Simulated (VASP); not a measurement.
# Bi (Fm-3m) in VASP: further runs

Bi is run at these levels: PBE; tasks: single point.

Everything below comes from runs of VASP 6.6.1. Logs are shortened: lines on timing, memory, paths and dates and some standing lists are left out, and cuts for length are marked.

**1. The cell of the first run**

It takes space group Fm-3m (No. 225, cubic). The conventional cell has a = 5.016 Å, b = 5.016 Å, c = 5.016 Å, α = 90.00°, β = 90.00°, γ = 90.00°. Bi (site symmetry m-3m) has 12 Bi at 3.55 Å within 4.7 Å.

**2. Single point, PBE**

Contents of INCAR:

```
SYSTEM = Bi
PREC = Accurate
ENCUT = 520
EDIFF = 1E-7
ISMEAR = 0
SIGMA = 0.05
LREAL = .False.
LASPH = .True.
NELM = 60
ALGO = Normal
ISIF = 2
LWAVE = .False.
LCHARG = .False.
GGA = PE
NBANDS = 14
```

Contents of KPOINTS:

```
Automatic mesh
0
Gamma
  6 6 6
  0 0 0
```

Contents of POSCAR:

```
Bi
1.0
    0.0000000000      2.5081387850      2.5081387850
    2.5081387850      0.0000000000      2.5081387850
    2.5081387850      2.5081387850      0.0000000000
Bi
1
Direct
    0.0000000000      0.0000000000      0.0000000000
```

Potentials or basis: VASP PAW PBE potentials, release 64 (Bi_d).

The run is started by

```sh
$ cat potpaw_PBE.64/Bi_d/POTCAR > POTCAR
$ mpirun -np 1 vasp_std > vasp.out
```

OUTCAR:

```text
SYSTEM = Bi
   PREC = Accurate
   ENCUT = 520
   EDIFF = 1E-7
   ISMEAR = 0
   LREAL = .False.
   LASPH = .True.
   NELM = 60
   ISIF = 2
   GGA = PE

 ion  position               nearest neighbor table
   1  0.000  0.000  0.000-

  LATTYP: Found a face centered cubic cell.
 ALAT       =     5.0162775700

  Lattice vectors:

 A1 = (   0.0000000000,   2.5081387850,   2.5081387850)
 A2 = (   2.5081387850,   0.0000000000,   2.5081387850)
 A3 = (   2.5081387850,   2.5081387850,   0.0000000000)

Analysis of symmetry for initial positions (statically):
=====================================================================
 Subroutine PRICEL returns:
 Original cell was already a primitive cell.

 Routine SETGRP: Setting up the symmetry group for a
 face centered cubic supercell.

 Subroutine GETGRP returns: Found 48 space group operations
 (whereof 48 operations were pure point group operations)
 out of a pool of 48 trial point group operations.

The static configuration has the point symmetry O_h .

Analysis of symmetry for dynamics (positions and initial velocities):
=====================================================================
 Subroutine PRICEL returns:
 Original cell was already a primitive cell.

 Routine SETGRP: Setting up the symmetry group for a
 face centered cubic supercell.

 Subroutine GETGRP returns: Found 48 space group operations
 (whereof 48 operations were pure point group operations)
 out of a pool of 48 trial point group operations.

The dynamic configuration has the point symmetry O_h .

 Subroutine INISYM returns: Found 48 space group operations
 (whereof 48 operations are pure point group operations),
 and found     1 'primitive' translations

----------------------------------------------------------------------------------------

                                     Primitive cell

  volume of cell :      31.5562

  direct lattice vectors                    reciprocal lattice vectors
     0.000000000  2.508138785  2.508138785    -0.199351010  0.199351010  0.199351010
     2.508138785  0.000000000  2.508138785     0.199351010 -0.199351010  0.199351010
     2.508138785  2.508138785  0.000000000     0.199351010  0.199351010 -0.199351010

  length of vectors
     3.547043886  3.547043886  3.547043886     0.345286078  0.345286078  0.345286078

  position of ions in fractional coordinates (direct lattice)
     0.000000000  0.000000000  0.000000000

  ion indices of the primitive-cell ions
   primitive index   ion index
                 1           1

----------------------------------------------------------------------------------------

 KPOINTS: Automatic mesh

Automatic generation of k-mesh.
 Grid dimensions read from file:
 generate k-points for:    6    6    6

 Generating k-lattice:

  Cartesian coordinates                     Fractional coordinates (reciprocal lattice)
    -0.033225168  0.033225168  0.033225168     0.166666667  0.000000000  0.000000000
     0.033225168 -0.033225168  0.033225168     0.000000000  0.166666667  0.000000000
     0.033225168  0.033225168 -0.033225168     0.000000000  0.000000000  0.166666667

  Length of vectors
     0.057547680  0.057547680  0.057547680

  Shift w.r.t. Gamma in fractional coordinates (k-lattice)
     0.000000000  0.000000000  0.000000000

 Subroutine IBZKPT returns following result:
 ===========================================

 Found     16 irreducible k-points:

 Following reciprocal coordinates:
            Coordinates               Weight
  0.000000  0.000000  0.000000      1.000000
  0.166667  0.000000  0.000000      8.000000
  0.333333  0.000000  0.000000      8.000000
  0.500000  0.000000  0.000000      4.000000
  0.166667  0.166667  0.000000      6.000000
  0.333333  0.166667  0.000000     24.000000
[... 8 lines left out ...]
 -0.333333  0.333333  0.166667     24.000000
 -0.333333  0.500000  0.166667     12.000000
   k-points           NKPTS =     16   k-points in BZ     NKDIM =     16   number of bands    NBANDS=     14
   number of dos      NEDOS =    301   number of ions     NIONS =      1
   total plane-waves  NPLWV =  21952
   dimension x,y,z NGX =    28 NGY =   28 NGZ =   28
   dimension x,y,z NGXF=    56 NGYF=   56 NGZF=   56
   ions per type =               1
   NGX,Y,Z   is equivalent  to a cutoff of  13.12, 13.12, 13.12 a.u.
   NGXF,Y,Z  is equivalent  to a cutoff of  26.25, 26.25, 26.25 a.u.
 SYSTEM =  Bi
   PREC   = accura    normal or accurate (medium, high low for compatibility)
   ISTART =      0    job   : 0-new  1-cont  2-samecut
   ICHARG =      2    charge: 1-file 2-atom 10-const
   ISPIN  =      1    spin polarized calculation?
   LNONCOLLINEAR =      F non collinear calculations
   LSORBIT =      F    spin-orbit coupling
   LASPH  =      T    aspherical Exc in radial PAW
   ENCUT  =  520.0 eV  38.22 Ry    6.18 a.u.   6.60  6.60  6.60*2*pi/ulx,y,z
   NELM   =     60;   NELMIN=  2; NELMDL= -5     # of ELM steps
   EDIFF  = 0.1E-06   stopping-criterion for ELM
   LREAL  =      F    real-space projection
   EDIFFG = 0.1E-05   stopping-criterion for IOM
   NSW    =      0    number of steps for IOM
   IBRION =     -1    ionic relax: 0-MD 1-quasi-New 2-CG
   NFREE  =      0    steps in history (QN), initial steepest desc. (CG)
   ISIF   =      2    stress and relaxation
   ISYM   =      2    0-nonsym 1-usesym 2-fastsym
   POTIM  = 0.5000    time-step for ionic-motion
   TEBEG  =    0.0;   TEEND  =   0.0 temperature during run
   PSTRESS=    0.0 pullay stress
   NELECT =      15.0000    total number of electrons
   NUPDOWN=      -1.0000    fix difference up-down
   EMIN   =  10.00;   EMAX   =-10.00  energy-range for DOS
   EFERMI =   0.00;   METHOD = LEGACY
   ISMEAR =     0;   SIGMA  =   0.05  broadening in eV -4-tet -1-fermi 0-gaus
   EFERMI_NEDOS =   21; number of points for ismear=-14 and -15
   IALGO  =     38    algorithm
   IMIX   =      4    mixing-type and parameters
     AMIX     =   0.40;   BMIX     =  1.00
     AMIX_MAG =   1.60;   BMIX_MAG =  1.00
  volume/ion in A,a.u.               =      31.56       212.95
  Fermi-wavevector in a.u.,A,eV,Ry     =   1.277645  2.414400 22.209850  1.632378
  Thomas-Fermi vector in A             =   2.410233
   LORBIT       =      0    0 simple, 1 ext, 2 COOP (PROOUT), +10 PAW based schemes
   GGA     = PE    functional components
   LHFCALC =     F    Hartree Fock is set to
   AEXX    =    0.0000 exact exchange contribution
   IVDW    =     0    specifies the selected vdW correction
   LEPSILON=     F    determine dielectric tensor
   LRPA    =     F    only Hartree local field effects (RPA)
 non-spin polarized calculation
 Gauss-broadening in eV      SIGMA  =   0.05
  energy-cutoff  :      520.00
  volume of cell :       31.56
 maximum number of plane-waves:       869
 NGX is ok and might be reduce to    28
   NGX = 13   NGY = 13   NGZ = 13

 number of electron      15.0000003 magnetization

 Free energy of the ion-electron system (eV)
  ---------------------------------------------------
  ext. energy  EPLUGINS =         0.00000000
  ---------------------------------------------------
  free energy    TOTEN  =        -3.74839682 eV

  energy without entropy =       -3.74541264  energy(sigma->0) =       -3.74690473

 E-fermi :   8.0713     XC(G=0): -10.2305

 val. band max:        8.0600169115   @ k =  -0.3333   0.1667   0.0000
 cond. band min:       8.1847807227   @ k =   0.5000   0.5000   0.0000
 fundamental gap:      0.1247638112
 Fermi energy:         8.0712670700

 k-point     1 :       0.0000    0.0000    0.0000
  band No.  band energies     occupation
      1     -15.2663      2.00000
      2     -15.2663      2.00000
      3     -15.2663      2.00000
      4     -15.2000      2.00000
      5     -15.2000      2.00000
      6      -5.6830      2.00000
      7      12.6803      0.00000
      8      12.6803      0.00000
      9      12.6803      0.00000
     10      16.5125      0.00000
     11      16.9006      0.00000
     12      18.5605      0.00000
     13      18.5605      0.00000
     14      18.5605      0.00000

 k-point     2 :       0.1667    0.0000    0.0000
  band No.  band energies     occupation
      1     -15.2633      2.00000
      2     -15.2515      2.00000
      3     -15.2515      2.00000
      4     -15.1957      2.00000
      5     -15.1957      2.00000
      6      -5.2171      2.00000
      7       9.0250      0.00000
      8      12.2022      0.00000
      9      12.2022      0.00000
     10      15.6677      0.00000
     11      18.8849      0.00000
     12      19.1621      0.00000
     13      19.1621      0.00000
     14      19.3482      0.00000

 k-point     3 :       0.3333    0.0000    0.0000
  band No.  band energies     occupation
      1     -15.2592      2.00000
      2     -15.2526      2.00000
      3     -15.2526      2.00000
      4     -15.1557      2.00000
      5     -15.1557      2.00000
      6      -3.9439      2.00000
      7       4.7242      2.00000
      8      11.4497      0.00000
      9      11.4497      0.00000
     10      15.1042      0.00000
     11      17.2962      0.00000
     12      18.0053      0.00000
     13      18.0053      0.00000
     14      22.2822      0.00000
[... 188 lines left out ...]
 k-point    15 :      -0.3333    0.3333    0.1667
  band No.  band energies     occupation
      1     -15.2597      2.00000
      2     -15.2365      2.00000
      3     -15.1932      2.00000
      4     -15.1795      2.00000
      5     -15.1274      2.00000
      6      -2.1169      2.00000
      7       4.0138      2.00000
      8       6.2151      2.00000
      9       8.2544      0.00000
     10      15.6573      0.00000
     11      17.4552      0.00000
     12      20.2893      0.00000
     13      20.4662      0.00000
     14      23.5633      0.00000

 k-point    16 :      -0.3333    0.5000    0.1667
  band No.  band energies     occupation
      1     -15.2830      2.00000
      2     -15.2592      2.00000
      3     -15.1696      2.00000
      4     -15.1598      2.00000
      5     -15.1108      2.00000
      6      -1.7752      2.00000
      7       4.1832      2.00000
      8       6.2775      2.00000
      9       6.9905      2.00000
     10      14.9205      0.00000
     11      16.0061      0.00000
     12      21.0944      0.00000
     13      21.1689      0.00000
     14      26.0973      0.00000

------------------------ aborting loop because EDIFF is reached ----------------------------------------

  FORCE on cell =-STRESS in cart. coord.  units (eV):
  Direction    XX          YY          ZZ          XY          YZ          ZX
  --------------------------------------------------------------------------------------
  -------------------------------------------------------------------------------------
  Total        0.0112891      0.0112891      0.0112891     -0.0000000      0.0000000     -0.0000000
  in kB        0.5731719      0.5731719      0.5731719     -0.0000000      0.0000000     -0.0000000
  external PRESSURE =       0.5731719 kB  Pullay stress =       0.0000000 kB

 VOLUME and BASIS-vectors are now :
 -----------------------------------------------------------------------------
  energy-cutoff  :      520.00
  volume of cell :       31.56
      direct lattice vectors                 reciprocal lattice vectors
     0.000000000  2.508138785  2.508138785    -0.199351010  0.199351010  0.199351010
     2.508138785  0.000000000  2.508138785     0.199351010 -0.199351010  0.199351010
     2.508138785  2.508138785  0.000000000     0.199351010  0.199351010 -0.199351010

 POSITION                                       TOTAL-FORCE (eV/Angst)
 -----------------------------------------------------------------------------------
      0.00000      0.00000      0.00000        -0.000000     -0.000000     -0.000000
 -----------------------------------------------------------------------------------
    total drift:                               -0.000000     -0.000000     -0.000000

  FREE ENERGIE OF THE ION-ELECTRON SYSTEM (eV)
  ---------------------------------------------------
  free  energy   TOTEN  =        -3.7483968219 eV

  energy  without entropy=       -3.7454126380  energy(sigma->0) =       -3.74690473
```

Run time: 9.1 s. Hardware: 1 thread of Intel Xeon 6975P-C, shared host; peak memory 0.15 GiB.

What came out:

- Free energy: -3.7484 eV
- Pressure: 0.1 GPa

Caveat: the k points lie up to 0.36 Å⁻¹ apart; spin-orbit coupling is left out, which moves the levels of the heavy elements.

**3. Single point, PBE**

This run uses another cell than the first one, of 35.39 Å³/atom, 1.121 times its volume.

Contents of INCAR:

```
SYSTEM = Bi
ALGO     = Normal         ! electronic algorithm
EDIFF    = 1E-6           ! SCF threshold, eV
ENCUT    = 520            ! plane-wave cutoff, eV
GGA      = PE             ! functional
ISIF     = 2              ! what is computed and relaxed
ISMEAR   = 0              ! smearing method
LASPH    = .TRUE.         ! aspherical terms in the spheres
LCHARG   = .FALSE.        ! write CHGCAR
LREAL    = .FALSE.        ! projectors in reciprocal space
LWAVE    = .FALSE.        ! write WAVECAR
NBANDS   = 14             ! bands
NELM     = 80             ! most SCF steps
PREC     = Accurate       ! precision mode
SIGMA    = 0.05           ! smearing width, eV
```

Contents of KPOINTS:

```
k-points
0
G
  6 6 6
  0 0 0
```

Contents of POSCAR:

```
Bi
1.0
    0.0000000000      2.6057589310      2.6057589310
    2.6057589310      0.0000000000      2.6057589310
    2.6057589310      2.6057589310      0.0000000000
Bi
1
Direct
    0.0000000000      0.0000000000      0.0000000000
```

Potentials or basis: VASP PAW PBE potentials, release 64 (Bi_d).

The run is started by

```sh
$ cat potpaw_PBE.64/Bi_d/POTCAR > POTCAR
$ mpirun -np 1 vasp_std > vasp.out
```

OUTCAR:

```text
SYSTEM = Bi
   EDIFF = 1E-6
   ENCUT = 520
   GGA = PE
   ISIF = 2
   ISMEAR = 0
   LASPH = .TRUE.
   LREAL = .FALSE.
   NELM = 80
   PREC = Accurate

 ion  position               nearest neighbor table
   1  0.000  0.000  0.000-

  LATTYP: Found a face centered cubic cell.
 ALAT       =     5.2115178620

  Lattice vectors:

 A1 = (   0.0000000000,   2.6057589310,   2.6057589310)
 A2 = (   2.6057589310,   0.0000000000,   2.6057589310)
[... 439 lines left out ...]
     11      14.3287      0.00000
     12      18.9006      0.00000
     13      19.2124      0.00000
     14      23.8632      0.00000

------------------------ aborting loop because EDIFF is reached ----------------------------------------

  FORCE on cell =-STRESS in cart. coord.  units (eV):
  Direction    XX          YY          ZZ          XY          YZ          ZX
  --------------------------------------------------------------------------------------
  -------------------------------------------------------------------------------------
  Total       -1.0503374     -1.0503374     -1.0503374     -0.0000000      0.0000000      0.0000000
  in kB      -47.5561533    -47.5561533    -47.5561533     -0.0000000      0.0000000      0.0000000
  external PRESSURE =     -47.5561533 kB  Pullay stress =       0.0000000 kB

 VOLUME and BASIS-vectors are now :
 -----------------------------------------------------------------------------
  energy-cutoff  :      520.00
  volume of cell :       35.39
      direct lattice vectors                 reciprocal lattice vectors
     0.000000000  2.605758931  2.605758931    -0.191882677  0.191882677  0.191882677
     2.605758931  0.000000000  2.605758931     0.191882677 -0.191882677  0.191882677
     2.605758931  2.605758931  0.000000000     0.191882677  0.191882677 -0.191882677

 POSITION                                       TOTAL-FORCE (eV/Angst)
 -----------------------------------------------------------------------------------
      0.00000      0.00000      0.00000         0.000000      0.000000     -0.000000
 -----------------------------------------------------------------------------------
    total drift:                               -0.000000     -0.000000     -0.000000

  FREE ENERGIE OF THE ION-ELECTRON SYSTEM (eV)
  ---------------------------------------------------
  free  energy   TOTEN  =        -3.6874344868 eV

  energy  without entropy=       -3.6844548133  energy(sigma->0) =       -3.68594465
```

OSZICAR:

```text
N       E                     dE             d eps       ncg     rms          rms(c)
DAV:   1     0.113759407054E+03    0.11376E+03   -0.76988E+03   448   0.121E+03
DAV:   2     0.313730589491E+01   -0.11062E+03   -0.10677E+03   472   0.321E+02
DAV:   3    -0.352074630535E+01   -0.66581E+01   -0.66330E+01   544   0.797E+01
DAV:   4    -0.368345849104E+01   -0.16271E+00   -0.16267E+00   564   0.132E+01
DAV:   5    -0.369102066908E+01   -0.75622E-02   -0.75619E-02   652   0.269E+00    0.497E-01
DAV:   6    -0.368727817912E+01    0.37425E-02   -0.98801E-03   596   0.125E+00    0.316E-01
DAV:   7    -0.368735349648E+01   -0.75317E-04   -0.76249E-03   586   0.106E+00    0.890E-02
DAV:   8    -0.368743187494E+01   -0.78378E-04   -0.80221E-04   594   0.422E-01    0.180E-02
DAV:   9    -0.368743189130E+01   -0.16361E-07   -0.14677E-05   628   0.486E-02    0.114E-02
DAV:  10    -0.368743447588E+01   -0.25846E-05   -0.63065E-06   584   0.269E-02    0.179E-03
DAV:  11    -0.368743448682E+01   -0.10933E-07   -0.35334E-07   416   0.871E-03
   1 F= -.36874345E+01 E0= -.36859447E+01  d E =-.297967E-02
```

stdout:

```text
POSCAR found type information on POSCAR Bi
 POSCAR found :  1 types and       1 ions
 scaLAPACK will be used
 LDA part: xc-table for (Slater+PW92), standard interpolation
 POSCAR, INCAR and KPOINTS ok, starting setup
 FFT: planning ... GRIDC
 FFT: planning ... GRID_SOFT
 FFT: planning ... GRID
 WAVECAR not read
 entering main loop
```

Wall time 9 s (1 thread of Intel Xeon 6975P-C, shared host); peak memory 0.15 GiB.

Results:

| Property | Result |
| --- | --- |
| Free energy | -3.6874 eV |
| Pressure | -4.8 GPa |

Caveat: spin-orbit coupling is left out, which moves the levels of the heavy elements.
